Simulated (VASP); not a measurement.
# Li2Se (Fm-3m) in VASP: further runs, part 2 of 2

VASP 6.6.1. Earlier steps stand in the parts before.

### 3 Single point, HSE06

This run uses another cell than the first one, of 17.88 Å³/atom.

Contents of POSCAR:

```
Li2Se
1.0
    0.0000000000      2.9935210574      2.9935210574
    2.9935210574      0.0000000000      2.9935210574
    2.9935210574      2.9935210574      0.0000000000
Se Li
1 2
Direct
    0.0000000000      0.0000000000      0.0000000000
    0.2500000000      0.2500000000      0.2500000000
    0.7500000000      0.7500000000      0.7500000000
```

Contents of INCAR.step1:

```
SYSTEM = Li2Se
PREC = Accurate
ENCUT = 650
EDIFF = 1E-5
ISMEAR = 0
SIGMA = 0.01
LREAL = .False.
LASPH = .True.
NELM = 120
ALGO = Normal
ISIF = 2
LWAVE = .True.
LCHARG = .False.
GGA = PE
NBANDS = 13
GGA_COMPAT = .False.
```

Contents of INCAR.step2:

```
SYSTEM = Li2Se
PREC = Accurate
ENCUT = 650
EDIFF = 1E-6
ISMEAR = 0
SIGMA = 0.01
LREAL = .False.
LASPH = .True.
NELM = 120
ALGO = Normal
ISIF = 2
LWAVE = .False.
LCHARG = .False.
GGA = PE
LHFCALC = .True.
HFSCREEN = 0.2079
PRECFOCK = Normal
ISTART = 1
NBANDS = 13
GGA_COMPAT = .False.
```

Contents of KPOINTS:

```
regular mesh
0
Gamma
  6 6 6
  0 0 0
```

Potentials or basis: VASP PAW PBE potentials, release 64 (Se, Li_sv).

The run is started by

```console
> cat potpaw_PBE.64/Se/POTCAR potpaw_PBE.64/Li_sv/POTCAR > POTCAR
> cp INCAR.step1 INCAR
> mpirun -np 1 vasp_std > vasp.out
> cp INCAR.step2 INCAR
> mpirun -np 1 vasp_std > vasp.out
```

OUTCAR:

```text
SYSTEM = Li2Se
   PREC = Accurate
   ENCUT = 650
   EDIFF = 1E-6
   ISMEAR = 0
   LREAL = .False.
   LASPH = .True.
   NELM = 120
   ISIF = 2
   GGA = PE
   LHFCALC = .True.
   HFSCREEN = 0.2079
   PRECFOCK = Normal
   ISTART = 1

 ion  position               nearest neighbor table
   1  0.000  0.000  0.000-   3 2.59   3 2.59   3 2.59   2 2.59   2 2.59   2 2.59   3 2.59   2 2.59

   2  0.250  0.250  0.250-   1 2.59   1 2.59   1 2.59   1 2.59
   3  0.750  0.750  0.750-   1 2.59   1 2.59   1 2.59   1 2.59

  LATTYP: Found a face centered cubic cell.
 ALAT       =     5.9870421148

  Lattice vectors:

 A1 = (   0.0000000000,   2.9935210574,   2.9935210574)
 A2 = (   2.9935210574,   0.0000000000,   2.9935210574)
 A3 = (   2.9935210574,   2.9935210574,   0.0000000000)

Analysis of symmetry for initial positions (statically):
=====================================================================
 Subroutine PRICEL returns:
 Original cell was already a primitive cell.

 Routine SETGRP: Setting up the symmetry group for a
 face centered cubic supercell.

 Subroutine GETGRP returns: Found 48 space group operations
 (whereof 48 operations were pure point group operations)
 out of a pool of 48 trial point group operations.

The static configuration has the point symmetry O_h .

Analysis of symmetry for dynamics (positions and initial velocities):
=====================================================================
 Subroutine PRICEL returns:
 Original cell was already a primitive cell.

 Routine SETGRP: Setting up the symmetry group for a
 face centered cubic supercell.

 Subroutine GETGRP returns: Found 48 space group operations
 (whereof 48 operations were pure point group operations)
 out of a pool of 48 trial point group operations.

The dynamic configuration has the point symmetry O_h .

 Subroutine INISYM returns: Found 48 space group operations
 (whereof 48 operations are pure point group operations),
 and found     1 'primitive' translations

[... 124 lines left out ...]
   LEPSILON=     F    determine dielectric tensor
   LRPA    =     F    only Hartree local field effects (RPA)
 non-spin polarized calculation
 Gauss-broadening in eV      SIGMA  =   0.01
  energy-cutoff  :      650.00
  volume of cell :       53.65
 maximum number of plane-waves:      2044
  NGX = 28; NGY = 28; NGZ = 28

 number of electron      11.9999994 magnetization

 Free energy of the ion-electron system (eV)
  ---------------------------------------------------
  ext. energy  EPLUGINS =         0.00000000
  ---------------------------------------------------
  free energy    TOTEN  =       -12.56507761 eV

  energy without entropy =      -12.56507761  energy(sigma->0) =      -12.56507761

 E-fermi :   0.4975     XC(G=0):  -6.9441

 val. band max:        0.3940649492   @ k =   0.0000   0.0000   0.0000
 cond. band min:       4.2192791870   @ k =   0.5000   0.5000   0.0000
 fundamental gap:      3.8252142378
 Fermi energy:         0.4974519162

 k-point     1 :       0.0000    0.0000    0.0000
  band No.  band energies     occupation
      1     -47.3563      2.00000
      2     -47.3302      2.00000
      3     -12.0936      2.00000
      4       0.3941      2.00000
      5       0.3941      2.00000
      6       0.3941      2.00000
      7       4.7824      0.00000
      8       7.0644      0.00000
      9       7.0644      0.00000
     10       7.0644      0.00000
     11      12.1789      0.00000
     12      12.1789      0.00000
     13      12.5657      0.00000
[... 226 lines left out ...]
  band No.  band energies     occupation
      1     -47.3448      2.00000
      2     -47.3403      2.00000
      3     -11.5195      2.00000
      4      -1.9239      2.00000
      5      -1.4476      2.00000
      6      -1.4135      2.00000
      7       5.5551      0.00000
      8       8.5480      0.00000
      9       9.1332      0.00000
     10      10.9094      0.00000
     11      12.4513      0.00000
     12      13.3632      0.00000
     13      13.7210      0.00000

------------------------ aborting loop because EDIFF is reached ----------------------------------------

  FORCE on cell =-STRESS in cart. coord.  units (eV):
  Direction    XX          YY          ZZ          XY          YZ          ZX
  --------------------------------------------------------------------------------------
  -------------------------------------------------------------------------------------
  Total       -0.1792971     -0.1792971     -0.1792971      0.0000000     -0.0000000     -0.0000000
  in kB       -5.3543531     -5.3543531     -5.3543531      0.0000000     -0.0000000     -0.0000000
  external PRESSURE =      -5.3543531 kB  Pullay stress =       0.0000000 kB

 VOLUME and BASIS-vectors are now :
 -----------------------------------------------------------------------------
  energy-cutoff  :      650.00
  volume of cell :       53.65
      direct lattice vectors                 reciprocal lattice vectors
     0.000000000  2.993521057  2.993521057    -0.167027387  0.167027387  0.167027387
     2.993521057  0.000000000  2.993521057     0.167027387 -0.167027387  0.167027387
     2.993521057  2.993521057  0.000000000     0.167027387  0.167027387 -0.167027387

 POSITION                                       TOTAL-FORCE (eV/Angst)
 -----------------------------------------------------------------------------------
      0.00000      0.00000      0.00000         0.000000      0.000000     -0.000000
      1.49676      1.49676      1.49676        -0.000000     -0.000000     -0.000000
      4.49028      4.49028      4.49028         0.000000      0.000000      0.000000
 -----------------------------------------------------------------------------------
    total drift:                                0.000000     -0.000000      0.000000

  FREE ENERGIE OF THE ION-ELECTRON SYSTEM (eV)
  ---------------------------------------------------
  free  energy   TOTEN  =       -12.5650776067 eV

  energy  without entropy=      -12.5650776067  energy(sigma->0) =      -12.56507761
```

OSZICAR.step1:

```text
N       E                     dE             d eps       ncg     rms          rms(c)
DAV:   1     0.494767447594E+02    0.49477E+02   -0.61094E+03   416   0.104E+03
DAV:   2    -0.377364188981E+01   -0.53250E+02   -0.51248E+02   504   0.208E+02
DAV:   3    -0.111659842603E+02   -0.73923E+01   -0.73525E+01   796   0.471E+01
DAV:   4    -0.113089608194E+02   -0.14298E+00   -0.14294E+00   525   0.930E+00
DAV:   5    -0.113122301447E+02   -0.32693E-02   -0.32692E-02   669   0.114E+00    0.276E+00
DAV:   6    -0.111371789064E+02    0.17505E+00   -0.23547E-01   502   0.190E+00    0.170E+00
DAV:   7    -0.111225946128E+02    0.14584E-01   -0.11372E-01   568   0.146E+00    0.740E-01
DAV:   8    -0.111306437082E+02   -0.80491E-02   -0.18531E-02   539   0.737E-01    0.258E-01
DAV:   9    -0.111305677325E+02    0.75976E-04   -0.37592E-04   576   0.124E-01    0.206E-01
DAV:  10    -0.111308014369E+02   -0.23370E-03   -0.77071E-04   476   0.136E-01    0.880E-02
DAV:  11    -0.111308116765E+02   -0.10240E-04   -0.51300E-05   592   0.450E-02    0.348E-02
DAV:  12    -0.111308223709E+02   -0.10694E-04   -0.23422E-05   474   0.255E-02    0.330E-02
DAV:  13    -0.111308176620E+02    0.47088E-05   -0.31497E-06   258   0.125E-02
   1 F= -.11130818E+02 E0= -.11130818E+02  d E =-.726495-173
```

Wall time 31 min (1 thread of Oxide Virtual Turin-like, shared host); peak memory 0.31 GiB.

What came out:

| Item | Value |
| --- | --- |
| Free energy | -12.5651 eV |
| Pressure | -0.5 GPa |
| Band gap on the k mesh | 3.83 eV (least direct gap 4.39 eV) |

Caveat: the structure was generated, so it needn't be the stable form of Li2Se; the PAW data sets were made with another functional, which shifts forces and pressure a little. A k mesh can miss the band edges.
